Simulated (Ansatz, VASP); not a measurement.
**Two plane-wave programs on CuI**

File POSCAR:

```
CuI
1.0
    0.0000000000      3.0850703846      3.0850703846
    3.0850703846      0.0000000000      3.0850703846
    3.0850703846      3.0850703846      0.0000000000
Cu I
1 1
Direct
    0.0000000000      0.0000000000      0.0000000000
    0.2500000000      0.2500000000      0.2500000000
```

Contents of INCAR.step1:

```
ALGO = Normal ; EDIFF = 1E-5
ENCUT = 520 ; GGA = PE
ISIF = 2 ; ISMEAR = -1
LASPH = True ; LCHARG = False
LREAL = False ; LWAVE = True
NBANDS = 16 ; NELM = 60
PREC = Accurate ; SIGMA = 0.05
```

File INCAR.step2:

```
ALGO = Normal ; EDIFF = 1E-6
ENCUT = 520 ; GGA = PE
HFSCREEN = 0.2079 ; ISIF = 2
ISMEAR = -1 ; ISTART = 1
LASPH = True ; LCHARG = False
LHFCALC = True ; LREAL = False
LWAVE = False ; NBANDS = 16
NELM = 60 ; PREC = Accurate
PRECFOCK = Normal ; SIGMA = 0.05
```

The input KPOINTS:

```
k-points
0
Gamma
  4 4 4
```

Input for Ansatz:

```yaml
crystal:
  lattice:
    - [0.0, 3.085070384632, 3.085070384632]
    - [3.085070384632, 0.0, 3.085070384632]
    - [3.085070384632, 3.085070384632, 0.0]
  atoms:
    - { symbol: Cu, position: [0.0, 0.0, 0.0] }
    - { symbol: I, position: [0.25, 0.25, 0.25] }
kpoints:
  mp_grid: { grid: [4, 4, 4] }
hamiltonian:
  xc: hse06
  pseudopotentials:
    kind: paw
    azcp:
      Cu: "pseudopotentials/pbe/paw/ansatz_paw_generated_hard_1/Cu.paw.azcp"
      I: "pseudopotentials/pbe/paw/ansatz_paw_generated_hard_1/I.paw.azcp"
scf:
  occupations: { method: fermi_dirac, width: 0.05 }
  convergence: { dr2_threshold: "1e-10 eV" }
  exx: { energy_threshold: "2e-8 eV", singularity: regularized }
output:
  forces: true
  stress: true
  eigenvalues: true
```

Alike in both runs: task single point; functional HSE06; k mesh 4 × 4 × 4; occupations fermi-dirac, width 0.05 eV; no spin polarisation.

|  | VASP | Ansatz |
| --- | --- | --- |
| version | VASP 6.6.1 | Ansatz 0.2.0 development build |
| potentials or method | VASP PAW PBE potentials, release 64 (Cu, I) | plane waves, PAW datasets (generated hard set |
| plane-wave cutoff (eV) | 520 | 700 |
| valence electrons in the cell | 18 | 36 |

```tsv
	VASP	Ansatz	Ansatz less VASP
gap on the k mesh at the Fermi level (eV)	2.49	2.54	+0.050
```

VASP's potentials hold 18 valence electrons a cell and Ansatz's 36, so a difference there can come from the potentials and not from the codes.

The k mesh is coarse, so the values compare programs but aren't converged. Neither program's run includes spin-orbit coupling.
